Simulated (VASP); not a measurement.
Write the native input for VASP 6.6.1 that does the following.

```
Task                   : single point
Functional             : LDA
Potentials or basis    : VASP PAW LDA potentials, release 64 (Ta_sv_GW)
Cutoff                 : 500 eV
k mesh                 : 6 × 6 × 6
Occupations            : fermi-dirac, width 0.05 eV
Spin                   : no spin polarisation
Dipole correction      : no
Further INCAR settings : ALGO = Normal; EDIFF = 1e-06; NBANDS = 12
```

The structure of Ta lies in POSCAR:

```
Ta
1.0
    2.6963325097      0.0000000000      0.0000000000
    0.0000000000      2.6963325097      0.0000000000
    0.0000000000      0.0000000000      2.6963325097
Ta
1
Direct
    0.0000000000      0.0000000000      0.0000000000
```

This isn't the form of Ta at room conditions, which is bcc.

The input as run:

INCAR

```
PREC = Accurate ; ENCUT = 500
EDIFF = 1E-6 ; ISMEAR = -1
SIGMA = 0.05 ; LREAL = F
LASPH = T ; NELM = 120
ALGO = Normal ; ISIF = 2
LWAVE = F ; LCHARG = F
GGA = CA ; NBANDS = 12
GGA_COMPAT = F
```

KPOINTS

```
Automatic mesh
0
Gamma
  6 6 6
```

Potentials or basis: VASP PAW LDA potentials, release 64 (Ta_sv_GW).

The run is started by

```sh
$ cat potpaw_LDA.64/Ta_sv_GW/POTCAR > POTCAR
$ mpirun -np 1 vasp_std > vasp.out
```

It gave:

The pressure is -0.6 GPa and the band gap on the k mesh is zero (an odd number of electrons rules out a gap without spin polarisation).

Caveat: the k points lie up to 0.39 Å⁻¹ apart, too coarse for converged energies and pressures of a metal; spin-orbit coupling is left out, which moves the levels of the heavy elements.

Run time: 3.7 s on 1 thread of AMD EPYC 7R13 Processor (Zen 3) (shared host), peak memory 0.09 GiB.
